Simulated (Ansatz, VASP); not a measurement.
One calculation of Sn, two programs

```xyz
4
Lattice="4.4101 0.0000 0.0000 -2.2050 3.8192 0.0000 0.0000 0.0000 32.5878" Properties=species:S:1:pos:R:3 pbc="T T T"
Sn    0.0000    0.0000   17.7380
Sn    0.0000    0.0000   14.8497
Sn    0.0000    2.5462   13.6253
Sn    2.2050    1.2731   18.9625
```

Alike in both runs: functional PBE; dispersion D3(BJ); k mesh 6 × 6 × 1; occupations gaussian, width 0.1 eV; no spin polarisation.

Ansatz relaxed the structure, and its values are those at the end. VASP's run is a single point on that final structure, the one shown.

|  | VASP | Ansatz |
| --- | --- | --- |
| version | VASP 6.6.1 | Ansatz 0.2.0 |
| potentials or method | VASP PAW PBE potentials, release 64 (Sn_d), cutoff 520 eV | scalar-relativistic, plane waves, PAW |
| valence electrons in the cell | 56 | 56 |

```tsv
	VASP	Ansatz	Ansatz less VASP
gap on the k mesh at the Fermi level (eV)	none	none	-
rms of the force components (eV/Å)	0.010	0.011	+0.0010
```

A gap of «none» marks a metal or a gap that the smearing closes.
